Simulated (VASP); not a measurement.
Write the native input for VASP 6.6.1 that does the following.

```yaml
Task: single point
Functional: PBE
Potentials_or_basis: VASP PAW PBE potentials, release 64 (Ni, Mo_sv, Pd, Ir, W_sv)
Cutoff: 600 eV
k_mesh: 8 × 8 × 1
Occupations: gaussian, width 0.2 eV
Spin: no spin polarisation
Dipole_correction: no
Further_INCAR_settings: ALGO = Normal; EDIFF = 1e-06; NBANDS = 68
```

The structure of NiMoIrPdW lies in POSCAR:

```
NiMoIrPdW
1.0
    2.3446012879     -1.4313806833      0.0090632340
    2.3446012879      1.4313806833      0.0090632340
    0.2771938029      0.0000000000     21.8656098900
Ni Mo Pd Ir W
2 2 2 2 2
Direct
    0.3507607904      0.3507607904      0.1476244134
    0.8507607904      0.8507607904      0.6476244134
    0.8616972434      0.8616972434      0.4560358518
    0.3616972434      0.3616972434      0.9560358518
    0.0020223106      0.0020223106      0.2453035648
    0.5020223106      0.5020223106      0.7453035648
    0.6958174655      0.6958174655      0.0540078028
    0.1958174655      0.1958174655      0.5540078028
    0.3397021902      0.3397021902      0.3470283673
    0.8397021902      0.8397021902      0.8470283673
```

The input as run:

INCAR

```
PREC     = Accurate       # precision mode
ENCUT    = 600            # plane-wave cutoff, eV
EDIFF    = 1E-6           # SCF threshold, eV
ISMEAR   = 0              # smearing method
SIGMA    = 0.2            # smearing width, eV
LREAL    = False          # projectors in reciprocal space
LASPH    = True           # aspherical terms in the spheres
NELM     = 120            # most SCF steps
ALGO     = Normal         # electronic algorithm
ISIF     = 2              # what is computed and relaxed
LWAVE    = False          # write WAVECAR
LCHARG   = True           # write CHGCAR
GGA      = PE             # functional
LELF     = True           # ELF
LVHAR    = True         
NBANDS   = 68             # bands
GGA_COMPAT= False
```

KPOINTS

```
regular mesh
0
Gamma
  8 8 1
```

Potentials or basis: VASP PAW PBE potentials, release 64 (Ni, Mo_sv, Pd, Ir, W_sv).

The run is started by

```console
$ cat potpaw_PBE.64/Ni/POTCAR potpaw_PBE.64/Mo_sv/POTCAR potpaw_PBE.64/Pd/POTCAR potpaw_PBE.64/Ir/POTCAR potpaw_PBE.64/W_sv/POTCAR > POTCAR
$ mpirun -np 1 vasp_std > vasp.out
```

It gave:

```yaml
Pressure: 0.3 GPa
Largest_force: 0.103 eV/Å
Band_gap_on_the_k_mesh: zero (bands 57 and 58 overlap by 1.59 eV)
```

Caveat: spin-orbit coupling is left out, which moves the levels of the heavy elements.

Run time: 17 min on 1 thread of Oxide Virtual Turin-like Processor, on a shared host, peak memory 0.46 GiB.
